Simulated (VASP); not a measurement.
# InP (I-4m2) in VASP: notebook, part 2 of 2

VASP 6.6.1. The steps go on from the part before.

**3. Single point, r2SCAN (strain +0.015 along x and y, -0.015 along z)**

File POSCAR:

```
InP
1.0
    0.0000000000      2.9978724482      2.9092653808
    2.9978724482      0.0000000000      2.9092653808
    2.9978724482      2.9978724482      0.0000000000
In P
1 1
Direct
    0.0000000000      0.0000000000      0.0000000000
    0.7500000000      0.7500000000      0.7500000000
```

File INCAR.step1:

```
SYSTEM = InP
PREC = Accurate
ENCUT = 520
ISMEAR = 0
SIGMA = 0.05
LREAL = .False.
LASPH = .True.
NELM = 80
NBANDS = 16
GGA = PE
ALGO = Normal
EDIFF = 1E-4
LWAVE = .True.
LCHARG = .False.
```

File INCAR.step2:

```
SYSTEM = InP
PREC = Accurate
ENCUT = 520
EDIFF = 1E-6
ISMEAR = 0
SIGMA = 0.05
LREAL = .False.
LASPH = .True.
NELM = 80
ALGO = Normal
ISIF = 2
LWAVE = .False.
LCHARG = .True.
METAGGA = R2SCAN
LMIXTAU = .True.
LELF = .True.
LVHAR = .True.
NBANDS = 16
ISTART = 1
```

File KPOINTS:

```
Automatic mesh
0
Gamma
  8 8 8
  0 0 0
```

Potentials or basis: VASP PAW PBE potentials, release 64 (In_d, P).

Started as:

```
$ cat potpaw_PBE.64/In_d/POTCAR potpaw_PBE.64/P/POTCAR > POTCAR
$ cp INCAR.step1 INCAR
$ mpirun -np 1 vasp_std > vasp.out
$ cp INCAR.step2 INCAR
$ mpirun -np 1 vasp_std > vasp.out
```

OUTCAR:

```text
SYSTEM = InP
   PREC = Accurate
   ENCUT = 520
   EDIFF = 1E-6
   ISMEAR = 0
   LREAL = .False.
   LASPH = .True.
   NELM = 80
   ISIF = 2
   METAGGA = R2SCAN
   ISTART = 1

 ion  position               nearest neighbor table
   1  0.000  0.000  0.000-   2 2.57   2 2.57   2 2.57   2 2.57
   2  0.750  0.750  0.750-   1 2.57   1 2.57   1 2.57   1 2.57

  LATTYP: Found a body centered tetragonal cell.
 ALAT       =     4.2396318745
 C/A-ratio  =     1.3724141468

  Lattice vectors:

 A1 = (   0.0000000000,  -2.9978724482,  -2.9092653808)
 A2 = (   0.0000000000,   2.9978724482,  -2.9092653808)
 A3 = (   2.9978724482,   0.0000000000,   2.9092653808)

Analysis of symmetry for initial positions (statically):
=====================================================================
 Subroutine PRICEL returns:
 Original cell was already a primitive cell.

 Routine SETGRP: Setting up the symmetry group for a
 body centered tetragonal supercell.

 Subroutine GETGRP returns: Found  8 space group operations
 (whereof  8 operations were pure point group operations)
 out of a pool of 16 trial point group operations.

The static configuration has the point symmetry D_2d.

Analysis of symmetry for dynamics (positions and initial velocities):
=====================================================================
 Subroutine PRICEL returns:
 Original cell was already a primitive cell.

 Routine SETGRP: Setting up the symmetry group for a
 body centered tetragonal supercell.

 Subroutine GETGRP returns: Found  8 space group operations
 (whereof  8 operations were pure point group operations)
 out of a pool of 16 trial point group operations.

The dynamic configuration has the point symmetry D_2d.

 Subroutine INISYM returns: Found  8 space group operations
 (whereof  8 operations are pure point group operations),
 and found     1 'primitive' translations

----------------------------------------------------------------------------------------

[... 111 lines left out ...]
     AMIX     =   0.40;   BMIX     =  1.00
     AMIX_MAG =   1.60;   BMIX_MAG =  1.00
  volume/ion in A,a.u.               =      26.15       176.44
  Fermi-wavevector in a.u.,A,eV,Ry     =   1.147323  2.168127 17.910037  1.316351
  Thomas-Fermi vector in A             =   2.284004
   LORBIT       =      0    0 simple, 1 ext, 2 COOP (PROOUT), +10 PAW based schemes
   METAGGA = R2SCAN    functional components
   LHFCALC =     F    Hartree Fock is set to
   AEXX    =    0.0000 exact exchange contribution
   IVDW    =     0    specifies the selected vdW correction
   LEPSILON=     F    determine dielectric tensor
   LRPA    =     F    only Hartree local field effects (RPA)
 non-spin polarized calculation
 Gauss-broadening in eV      SIGMA  =   0.05
  energy-cutoff  :      520.00
  volume of cell :       52.29
 maximum number of plane-waves:      1422
   NGX = 15   NGY = 15   NGZ = 15

 number of electron      18.0000006 magnetization

 Free energy of the ion-electron system (eV)
  ---------------------------------------------------
  ext. energy  EPLUGINS =         0.00000000
  ---------------------------------------------------
  free energy    TOTEN  =       -32.29046032 eV

  energy without entropy =      -32.29046032  energy(sigma->0) =      -32.29046032

 E-fermi :   4.9650     XC(G=0):  -9.7041

 val. band max:        4.6918583646   @ k =   0.0000   0.0000   0.0000
 cond. band min:       5.5412165120   @ k =   0.0000   0.0000   0.0000
 fundamental gap:      0.8493581473
 Fermi energy:         4.9649775974

 k-point     1 :       0.0000    0.0000    0.0000
  band No.  band energies     occupation
      1      -9.9916      2.00000
      2      -9.9916      2.00000
      3      -9.9792      2.00000
      4      -9.8319      2.00000
      5      -9.8261      2.00000
      6      -7.1345      2.00000
[... 433 lines left out ...]
      3      -9.9412      2.00000
      4      -9.8334      2.00000
      5      -9.8164      2.00000
      6      -5.9095      2.00000
[... 8 lines left out ...]
     15      14.9225      0.00000
     16      15.2397      0.00000

 [... further k-points ...]

------------------------ aborting loop because EDIFF is reached ----------------------------------------

  FORCE on cell =-STRESS in cart. coord.  units (eV):
  Direction    XX          YY          ZZ          XY          YZ          ZX
  --------------------------------------------------------------------------------------
  -------------------------------------------------------------------------------------
  Total       -0.4975588     -0.4975588     -0.0788628      0.0000000      0.0000000      0.0000000
  in kB      -15.2445776    -15.2445776     -2.4162562      0.0000000      0.0000000      0.0000000
  external PRESSURE =     -10.9684704 kB  Pullay stress =       0.0000000 kB

 VOLUME and BASIS-vectors are now :
 -----------------------------------------------------------------------------
  energy-cutoff  :      520.00
  volume of cell :       52.29
      direct lattice vectors                 reciprocal lattice vectors
     0.000000000  2.997872448  2.909265381    -0.166784948  0.166784948  0.171864692
     2.997872448  0.000000000  2.909265381     0.166784948 -0.166784948  0.171864692
     2.997872448  2.997872448  0.000000000     0.166784948  0.166784948 -0.171864692

 POSITION                                       TOTAL-FORCE (eV/Angst)
 -----------------------------------------------------------------------------------
      0.00000      0.00000      0.00000        -0.000000     -0.000000     -0.000000
      4.49681      4.49681      4.36390         0.000000      0.000000      0.000000
 -----------------------------------------------------------------------------------
    total drift:                               -0.000001     -0.000001      0.000010

  FREE ENERGIE OF THE ION-ELECTRON SYSTEM (eV)
  ---------------------------------------------------
  free  energy   TOTEN  =       -32.2904603213 eV

  energy  without entropy=      -32.2904603213  energy(sigma->0) =      -32.29046032
```

OUTCAR.step1:

```text
SYSTEM = InP
   PREC = Accurate
   ENCUT = 520
   ISMEAR = 0
   LREAL = .False.
   LASPH = .True.
[... 678 lines left out ...]
      0.00000      0.00000      0.00000        -0.000000     -0.000000     -0.000000
      4.49681      4.49681      4.36390         0.000000      0.000000      0.000000
 -----------------------------------------------------------------------------------
    total drift:                                0.000000      0.000000      0.000000

  FREE ENERGIE OF THE ION-ELECTRON SYSTEM (eV)
  ---------------------------------------------------
  free  energy   TOTEN  =        -8.4010083534 eV

  energy  without entropy=       -8.4010083534  energy(sigma->0) =       -8.40100835
```

OSZICAR.step1:

```text
N       E                     dE             d eps       ncg     rms          rms(c)
DAV:   1     0.113096559244E+03    0.11310E+03   -0.83838E+03  1904   0.123E+03
DAV:   2    -0.108984149751E+01   -0.11419E+03   -0.10963E+03  2120   0.299E+02
DAV:   3    -0.859622631643E+01   -0.75064E+01   -0.74750E+01  2384   0.749E+01
DAV:   4    -0.879852904370E+01   -0.20230E+00   -0.20224E+00  2480   0.134E+01
DAV:   5    -0.880767862839E+01   -0.91496E-02   -0.91494E-02  2768   0.244E+00    0.535E+00
DAV:   6    -0.842493904295E+01    0.38274E+00   -0.62016E-01  3064   0.124E+01    0.321E+00
DAV:   7    -0.839958889598E+01    0.25350E-01   -0.15070E-01  2728   0.295E+00    0.122E+00
DAV:   8    -0.840014902813E+01   -0.56013E-03   -0.14242E-02  2384   0.139E+00    0.278E-01
DAV:   9    -0.840078409017E+01   -0.63506E-03   -0.12785E-03  2456   0.394E-01    0.144E-01
DAV:  10    -0.840092852533E+01   -0.14444E-03   -0.20732E-04  2296   0.176E-01    0.840E-02
DAV:  11    -0.840100835341E+01   -0.79828E-04   -0.14388E-04  2288   0.107E-01
   1 F= -.84010084E+01 E0= -.84010084E+01  d E =-.864136E-11
```

It took 69 s on 1 thread of Intel Xeon Platinum 8559C (Emerald Rapids), shared host; peak memory 0.21 GiB.

Results:

| Quantity | Value |
| --- | --- |
| Free energy | -32.2905 eV |
| Pressure | -1.1 GPa |
| Band gap on the k mesh | 0.85 eV |

Stress tensor (GPa, compression positive):
```
-1.52  0.00  0.00
 0.00 -1.52  0.00
 0.00  0.00 -0.24
```

Levels at points of the mesh, in eV from the valence-band top:
```
           k point  band 7  band 8  band 9  band 10  band 11  band 12
(0.00, 0.00, 0.00)   -0.14   -0.14    0.00     0.85     4.32     4.37
(0.50, 0.00, 0.00)   -5.77   -1.14   -0.95     1.66     4.96     5.18
(0.50, 0.50, 0.00)   -5.67   -2.48   -2.48     1.87     2.27     9.73
(0.50, 0.00, 0.50)   -5.86   -2.32   -2.30     2.03     2.55     9.43
```

Caveat: the cell differs from its parent crystal (strain +0.015 along x and y, -0.015 along z); the PAW data sets were made with another functional, which shifts forces and pressure a little; spin-orbit coupling is left out, which moves the levels of the heavy elements.
